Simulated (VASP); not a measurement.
# CsMg2Br2 (P6/mmm) in VASP: notebook, part 2 of 2

VASP 6.6.1. The steps go on from the part before.

## 4. Relaxation of cell and atoms, PBE

The input, INCAR:

```
  PREC = Accurate
  ENCUT = 600
  EDIFF = 1E-7
  ISMEAR = 0
  SIGMA = 0.1
  LREAL = False
  LASPH = True
  NELM = 100
  ALGO = Normal
  ISIF = 3
  LWAVE = False
  LCHARG = False
  GGA = PE
  IBRION = 2
  NSW = 90
  EDIFFG = -0.04
```

The input, KPOINTS:

```
Automatic mesh
0
Gamma
  3 3 4
```

The input, POSCAR:

```
CsMg2Br2
1.0
    5.9343773400      0.0000000000      0.0000000000
   -2.9671886700      5.1393215400      0.0000000000
    0.0000000000      0.0000000000      5.2210592400
Cs Mg Br
1 2 2
Direct
    0.0000000000      0.0000000000      0.5000000000
    0.3333333300      0.6666666700      0.5000000000
    0.6666666700      0.3333333300      0.5000000000
    0.3333333300      0.6666666700      0.0000000000
    0.6666666700      0.3333333300      0.0000000000
```

Potentials or basis: VASP PAW PBE potentials, release 64 (Cs_sv, Mg, Br).

The run is started by

```sh
$ cat potpaw_PBE.64/Cs_sv/POTCAR potpaw_PBE.64/Mg/POTCAR potpaw_PBE.64/Br/POTCAR > POTCAR
$ mpirun -np 1 vasp_std > vasp.out
```

OUTCAR:

```text
PREC = Accurate
   ENCUT = 600
   EDIFF = 1E-7
   ISMEAR = 0
   LREAL = False
   LASPH = True
   NELM = 100
   ISIF = 3
   GGA = PE
   IBRION = 2
   NSW = 90
   EDIFFG = -0.04

 ion  position               nearest neighbor table
   1  0.000  0.000  0.500-
   2  0.333  0.667  0.500-   4 2.61   4 2.61   3 3.43   3 3.43   3 3.43
   3  0.667  0.333  0.500-   5 2.61   5 2.61   2 3.43   2 3.43   2 3.43
   4  0.333  0.667  0.000-   2 2.61   2 2.61
   5  0.667  0.333  0.000-   3 2.61   3 2.61

  LATTYP: Found a hexagonal cell.
 ALAT       =     5.9343773400
 C/A-ratio  =     0.8797989984

  Lattice vectors:

 A1 = (   5.9343773400,   0.0000000000,   0.0000000000)
 A2 = (  -2.9671886700,   5.1393215400,   0.0000000000)
 A3 = (   0.0000000000,   0.0000000000,   5.2210592400)

Analysis of symmetry for initial positions (statically):
=====================================================================
 Subroutine PRICEL returns:
 Original cell was already a primitive cell.

 Routine SETGRP: Setting up the symmetry group for a
[... 143 lines left out ...]
 Gauss-broadening in eV      SIGMA  =   0.10
  energy-cutoff  :      600.00
  volume of cell :      159.24
 maximum number of plane-waves:      5348
 NGX is ok and might be reduce to    48
   NGX = 23   NGY = 23   NGZ = 21

--------------------------------------- Ionic step        1  -------------------------------------------

 number of electron      26.9999997 magnetization

 Free energy of the ion-electron system (eV)
  ---------------------------------------------------
  ext. energy  EPLUGINS =         0.00000000
  ---------------------------------------------------
  free energy    TOTEN  =        -8.87075344 eV

  energy without entropy =       -8.85231457  energy(sigma->0) =       -8.86153400

------------------------ aborting loop because EDIFF is reached ----------------------------------------

  FORCE on cell =-STRESS in cart. coord.  units (eV):
  Direction    XX          YY          ZZ          XY          YZ          ZX
  --------------------------------------------------------------------------------------
  -------------------------------------------------------------------------------------
  Total        5.8544932      5.8544932      3.3568816      0.0000000      0.0000000      0.0000000
  in kB       58.9061069     58.9061071     33.7759085      0.0000000      0.0000000      0.0000000
  external PRESSURE =      50.5293742 kB  Pullay stress =       0.0000000 kB
[... 299 lines left out ...]
--------------------------------------- Ionic step        9  -------------------------------------------

 number of electron      27.0000000 magnetization

 Free energy of the ion-electron system (eV)
  ---------------------------------------------------
  ext. energy  EPLUGINS =         0.00000000
  ---------------------------------------------------
  free energy    TOTEN  =        -9.66930982 eV

  energy without entropy =       -9.64709739  energy(sigma->0) =       -9.65820360

 E-fermi :   1.0330     XC(G=0):  -6.8701

 val. band max:        1.0249482827   @ k =   0.3333  -0.0000   0.2500
 cond. band min:       1.3822065940   @ k =   0.3333   0.3333   0.2500
 fundamental gap:      0.3572583113
 Fermi energy:         1.0329788707

 k-point     1 :       0.0000    0.0000    0.0000
  band No.  band energies     occupation
      1     -22.0729      2.00000
      2     -14.3431      2.00000
      3     -14.1479      2.00000
      4      -8.9106      2.00000
      5      -8.9106      2.00000
      6      -8.8613      2.00000
[... 201 lines left out ...]
  FREE ENERGIE OF THE ION-ELECTRON SYSTEM (eV)
  ---------------------------------------------------
  free  energy   TOTEN  =        -9.6693098170 eV

  energy  without entropy=       -9.6470973901  energy(sigma->0) =       -9.65820360

 reached required accuracy - stopping structural energy minimisation
```

CONTCAR:

```text
CsMg2Br2
   1.00000000000000
     6.8588500112926436    0.0000000000000000    0.0000000000000000
    -3.4294250056463218    5.9399383622597073   -0.0000000000000000
     0.0000000000000000    0.0000000000000000    5.4017797239799101
  Cs              Mg              Br
     1     2     2
Direct
     1.0000000000000000    1.0000000000000000    0.5000000000000000
     0.3333333300000021    0.6666666699999979    0.5000000000000000
     0.6666666699999979    0.3333333300000021    0.5000000000000000
     0.3333333300000021    0.6666666699999979    0.0000000000000000
     0.6666666699999979    0.3333333300000021    0.0000000000000000

  0.00000000E+00  0.00000000E+00  0.00000000E+00
  0.00000000E+00  0.00000000E+00  0.00000000E+00
  0.00000000E+00  0.00000000E+00  0.00000000E+00
  0.00000000E+00  0.00000000E+00  0.00000000E+00
  0.00000000E+00  0.00000000E+00  0.00000000E+00
```

Wall time 3.2 min (1 thread of Intel Xeon 6975P-C (Granite Rapids), shared host); peak memory 0.33 GiB.

Results:

```
Free energy                            : -9.6693 eV
Relaxed volume                         : 44.01 Å³/atom
Relaxed cell                           : a = 6.859 Å, b = 6.859 Å, c = 5.402 Å, α = 90.00°, β = 90.00°, γ = 120.00°
Space group after relaxing (to 0.05 Å) : P6/mmm (No. 191)
Energy gained by relaxing              : 159.7 meV/atom
Ionic steps                            : 9
Pressure after relaxing                : 0.1 GPa
```

The path:
```csv
step,energy change (eV),largest force (eV/Å),pressure (GPa),volume (Å³)
1,0.0000,0.0000,5.05,159.24
2,-0.5388,0.0000,1.88,183.49
3,-0.7125,0.0000,0.16,206.58
4,-0.7247,0.0000,-0.20,214.29
5,-0.7251,0.0000,-0.30,216.65
6,-0.7953,0.0000,0.04,218.05
7,-0.7975,0.0000,0.13,218.30
8,-0.7975,0.0000,0.15,218.32
9,-0.7986,0.0000,0.08,220.07
```

Final structure:
```yaml
crystal:
  lattice:
    - [6.85885, 0.00000, 0.00000]
    - [-3.42943, 5.93994, 0.00000]
    - [0.00000, 0.00000, 5.40178]
  atoms:
    - { symbol: Cs, position: [0.00000, 0.00000, 0.50000] }
    - { symbol: Mg, position: [0.33333, 0.66667, 0.50000] }
    - { symbol: Mg, position: [0.66667, 0.33333, 0.50000] }
    - { symbol: Br, position: [0.33333, 0.66667, 0.00000] }
    - { symbol: Br, position: [0.66667, 0.33333, 0.00000] }
```

Caveat: the k points lie up to 0.35 Å⁻¹ apart in the final cell; the volume moved by over 15 % at a fixed basis, so the end points are rough; spin-orbit coupling is left out, which moves the levels of the heavy elements; an odd number of electrons without spin polarisation forces a metal; a magnetic or distorted state may lie lower.

## 5. Single point, PBE

This run uses another cell than the first one, of 44.13 Å³/atom, 1.386 times its volume.

The input, INCAR:

```
SYSTEM = CsMg2Br2
  PREC = Accurate
  ENCUT = 520
  EDIFF = 1E-6
  ISMEAR = 0
  SIGMA = 0.1
  LREAL = .FALSE.
  LASPH = .TRUE.
  NELM = 60
  ALGO = Normal
  ISIF = 2
  LWAVE = .FALSE.
  LCHARG = .FALSE.
  GGA = PE
  NBANDS = 22
```

The input, KPOINTS:

```
Automatic mesh
0
G
  6 6 8
  0 0 0
```

The input, POSCAR:

```
CsMg2Br2
1.0
    6.8629701096      0.0000000000      0.0000000000
   -3.4314850548      5.9435064603      0.0000000000
    0.0000000000      0.0000000000      5.4098574795
Cs Mg Br
1 2 2
Direct
    0.0000000000      0.0000000000      0.5000000000
    0.3333333333      0.6666666667      0.5000000000
    0.6666666667      0.3333333333      0.5000000000
    0.3333333333      0.6666666667      0.0000000000
    0.6666666667      0.3333333333      0.0000000000
```

The run is started by

```sh
$ cat potpaw_PBE.64/Cs_sv/POTCAR potpaw_PBE.64/Mg/POTCAR potpaw_PBE.64/Br/POTCAR > POTCAR
$ mpirun -np 1 vasp_std > vasp.out
```

Wall time 2.4 min (1 thread of Intel Xeon 6975P-C (Granite Rapids), shared host); peak memory 0.43 GiB.

Results (log left out):

```yaml
Free_energy: -9.6919 eV
Pressure: 0.0 GPa
```

Stress tensor (GPa, compression positive):
```
 0.02  0.00  0.00
 0.00  0.02  0.00
 0.00  0.00 -0.07
```

Levels at points of the mesh, in eV from the Fermi level:
| k point | band 10 | band 11 | band 12 | band 13 | band 14 | band 15 | band 16 | band 17 |
| --- | --- | --- | --- | --- | --- | --- | --- | --- |
| (0.00, 0.00, 0.00) | -3.84 | -2.91 | -2.91 | -2.56 | 0.53 | 1.12 | 1.12 | 1.96 |
| (0.50, 0.00, 0.00) | -3.78 | -3.14 | -2.76 | -1.44 | -1.17 | 1.45 | 1.69 | 2.53 |
| (0.00, 0.00, 0.50) | -3.70 | -2.89 | -2.89 | -0.36 | 0.26 | 0.26 | 2.29 | 2.89 |
| (0.50, 0.00, 0.50) | -3.57 | -3.04 | -2.71 | -0.22 | 0.38 | 0.69 | 1.77 | 2.41 |

Caveat: spin-orbit coupling is left out, which moves the levels of the heavy elements; an odd number of electrons without spin polarisation forces a metal; a magnetic or distorted state may lie lower.

## 6. Relaxation of cell and atoms, PBE

This run uses another cell than the first one, of 44.10 Å³/atom, 1.385 times its volume.

The input, INCAR:

```
SYSTEM = CsMg2Br2
ALGO = Normal
EDIFF = 1E-7
EDIFFG = -0.01
ENCUT = 600
GGA = PE
IBRION = 2
ISIF = 3
ISMEAR = 0
LASPH = .TRUE.
LCHARG = .FALSE.
LREAL = .FALSE.
LWAVE = .FALSE.
NELM = 60
NSW = 100
PREC = Accurate
SIGMA = 0.1
```

The input, KPOINTS:

```
k-points
0
G
  6 6 8
  0 0 0
```

POSCAR, as its differences from that of step 5:

```diff
@@ -2,5 +2,5 @@
 1.0
-    6.8629701096      0.0000000000      0.0000000000
-   -3.4314850548      5.9435064603      0.0000000000
-    0.0000000000      0.0000000000      5.4098574795
+    6.8583730697      0.0000000000      0.0000000000
+   -3.4291865349      5.9395253070      0.0000000000
+    0.0000000000      0.0000000000      5.4130918301
 Cs Mg Br
```

Potentials or basis: VASP PAW PBE potentials, release 64 (Cs_sv, Mg, Br).

The run is started by

```sh
$ cat potpaw_PBE.64/Cs_sv/POTCAR potpaw_PBE.64/Mg/POTCAR potpaw_PBE.64/Br/POTCAR > POTCAR
$ mpirun -np 1 vasp_std > vasp.out
```

Run time: 3.5 min. Hardware: 1 thread of Intel Xeon 6975P-C (Granite Rapids), shared host; peak memory 0.54 GiB.

Results (log left out):

```yaml
Free_energy: -9.6919 eV
Relaxed_volume: 44.07 Å³/atom
Relaxed_cell: a = 6.861 Å, b = 6.861 Å, c = 5.405 Å, α = 90.00°, β = 90.00°, γ = 120.00°
Space_group_after_relaxing_to_0.05_Å: P6/mmm (No. 191)
Energy_gained_by_relaxing: 0.0 meV/atom
Ionic_steps: 2
Pressure_after_relaxing: 0.0 GPa
```

Step by step:
```csv
step,energy change (eV),largest force (eV/Å),pressure (GPa),volume (Å³)
1,0.0000,0.0000,-0.02,220.50
2,-0.0002,0.0000,0.01,220.37
```

Final structure:
```
Cs Mg Br
1.0
     6.86140    0.00000    0.00000
    -3.43070    5.94215    0.00000
     0.00000    0.00000    5.40497
Cs Mg Br
1 2 2
Direct
  0.00000 0.00000 0.50000
  0.33333 0.66667 0.50000
  0.66667 0.33333 0.50000
  0.33333 0.66667 0.00000
  0.66667 0.33333 0.00000
```

Levels at points of the mesh, in eV from the Fermi level:
| k point | band 11 | band 12 | band 13 | band 14 | band 15 | band 16 |
| --- | --- | --- | --- | --- | --- | --- |
| (0.00, 0.00, 0.00) | -2.92 | -2.92 | -2.56 | 0.53 | 1.12 | 1.12 |
| (0.50, 0.00, 0.00) | -3.15 | -2.77 | -1.44 | -1.17 | 1.45 | 1.70 |
| (0.00, 0.00, 0.50) | -2.90 | -2.90 | -0.36 | 0.26 | 0.26 | 2.29 |
| (0.50, 0.00, 0.50) | -3.05 | -2.72 | -0.22 | 0.38 | 0.69 | 1.77 |

Caveat: spin-orbit coupling is left out, which moves the levels of the heavy elements; an odd number of electrons without spin polarisation forces a metal; a magnetic or distorted state may lie lower.

## 7. The runs side by side

| task | cell | k mesh | cutoff (eV) | gap on the mesh (eV) | pressure (GPa) | relaxed volume (Å³/atom) |
| --- | --- | --- | --- | --- | --- | --- |
| single point | a = 5.934, b = 5.934, c = 5.221 Å, angles 90.0, 90.0, 120.0°, 5 atoms | 3 × 3 × 4 | 520 | none | 5.1 | - |
| single point | a = 6.858, b = 6.858, c = 5.413 Å, angles 90.0, 90.0, 120.0°, 5 atoms | 3 × 3 × 4 | 520 | none | 0.0 | - |
| relaxation of cell and atoms | relaxed from a = 5.934, b = 5.934, c = 5.221 Å, angles 90.0, 90.0, 120.0°, 5 atoms | 3 × 3 × 4 | 600 | none | 0.1 | 44.01 |
| single point | a = 6.863, b = 6.863, c = 5.410 Å, angles 90.0, 90.0, 120.0°, 5 atoms | 6 × 6 × 8 | 520 | none | 0.0 | - |
| relaxation of cell and atoms | relaxed from a = 6.858, b = 6.858, c = 5.413 Å, angles 90.0, 90.0, 120.0°, 5 atoms | 6 × 6 × 8 | 600 | none | 0.0 | 44.07 |

Alike in all rows: level PBE; potentials or basis VASP PAW PBE potentials, release 64 (Cs_sv, Mg, Br); no spin polarisation; smearing gaussian 0.1 eV.

Caveats: some runs use coarse meshes; spin-orbit coupling is left out, which moves the levels of the heavy elements; an odd number of electrons without spin polarisation forces a metal; a magnetic or distorted state may lie lower; the volume moved by over 15 % at a fixed basis, so the end points are rough (some runs).

Total energies depend on the potentials used, so only differences within one code and one set of settings carry meaning.
